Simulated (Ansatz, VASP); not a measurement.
## CaMg: VASP beside Ansatz

```
CELL_PARAMETERS angstrom
3.85827 0.00000 0.00000
0.00000 3.85827 0.00000
0.00000 0.00000 3.85827
ATOMIC_POSITIONS crystal
Ca 0.00855 0.00000 0.00000
Mg 0.48590 0.50000 0.50000
```

Change from the starting cell: mode 4 frozen in at -0.054 Å, equal normal strain along x, y and z +0.0000.

Alike in both runs: task single point; functional LDA; k mesh 12 × 12 × 12; occupations gaussian, width 0.15 eV; no spin polarisation.

|  | VASP | Ansatz |
| --- | --- | --- |
| version | VASP 6.6.1 | Ansatz 0.2.0 |
| potentials or method | VASP PAW LDA potentials, release 64 (Ca_sv, Mg), cutoff 520 eV | scalar-relativistic, plane waves, PAW |
| valence electrons in the cell | 12 | 20 |

|  | VASP | Ansatz | Ansatz less VASP |
| --- | --- | --- | --- |
| gap on the k mesh at the Fermi level (eV) | none | none | - |
| pressure (GPa) | -0.1 | 0.1 | +0.13 |
| traceless stress, the component that is largest in VASP (GPa) | -0.06 | -0.06 | +0.002 |
| rms of the force components (eV/Å) | 0.128 | 0.126 | -0.0022 |

LDA's correlation is that of Perdew and Zunger in VASP and of Perdew and Wang (1992) in Ansatz. Atom by atom the forces differ by 0.002 eV/Å (rms over components). A gap of «none» marks a metal or a gap that the smearing closes. VASP's potentials hold 12 valence electrons a cell and Ansatz's 20, so a difference there can come from the potentials and not from the codes.
